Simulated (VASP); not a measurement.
A run of VASP 6.6.1 is set up as follows.

The input INCAR:

```
PREC = Accurate
ENCUT = 520
EDIFF = 1E-7
ISMEAR = -1
SIGMA = 0.1
LREAL = F
LASPH = T
NELM = 100
ALGO = Normal
ISIF = 2
LWAVE = F
LCHARG = T
GGA = B5
ALDAX = 1.0
AGGAX = 1.0
AGGAC = 1.0
ALDAC = 0.0
LELF = T
LVHAR = T
NBANDS = 12
```

File KPOINTS:

```
regular mesh
0
Gamma
  18 18 5
```

Contents of POSCAR:

```
Be
1.0
    2.2289019354      0.0000000000      0.0000000000
   -1.1144509677      1.9302856986      0.0000000000
    0.0000000000      0.0000000000      7.0687996117
Be
4
Direct
    1.0000000000      0.0000000000      0.0000000000
    1.0000000000      0.0000000000      0.5000000000
    0.3333333333      0.6666666667      0.2500000000
    0.6666666667      0.3333333333      0.7500000000
```

Potentials or basis: VASP PAW PBE potentials, release 64 (Be).

Command:

```sh
$ cat potpaw_PBE.64/Be/POTCAR > POTCAR
$ mpirun -np 1 vasp_std > vasp.out
```

(1) Predict the pressure.

(2) Estimate the band gap on the k mesh.

Answers

(1) 5.3 GPa.

(2) zero (band 4 reaches 8.69 eV, above the bottom of band 5 at 7.27 eV).

Caveat: the PAW data sets were made with another functional, which shifts forces and pressure a little.
